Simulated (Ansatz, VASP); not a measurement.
One calculation of Zr, two programs

```
CELL_PARAMETERS angstrom
0.00000 2.70728 5.47501
1.58979 0.00000 5.47501
1.58979 2.70728 0.00000
ATOMIC_POSITIONS crystal
Zr 0.86583 0.86583 0.13417
Zr 0.13417 0.13417 0.86583
```

Alike in both runs: task relaxation of cell and atoms; functional PBE; k mesh 16 × 16 × 16; occupations gaussian, width 0.1 eV; no spin polarisation.

|  | VASP | Ansatz |
| --- | --- | --- |
| version | VASP 6.6.1 | Ansatz 0.2.0 |
| potentials or method | VASP PAW PBE potentials, release 64 (Zr_sv), cutoff 600 eV | scalar-relativistic, plane waves, PAW |
| valence electrons in the cell | 24 | 24 |

|  | VASP | Ansatz | Ansatz less VASP |
| --- | --- | --- | --- |
| gap on the k mesh at the Fermi level, each at its own relaxed structure (eV) | none | none | - |
| relaxed volume (Å³/atom) | 23.59 | 23.58 | -0.015 |
| relaxed length of the cell vector where the two differ most in proportion (Å) | 3.137 | 3.136 | -0.0016 |

A gap of «none» marks a metal or a gap that the smearing closes.
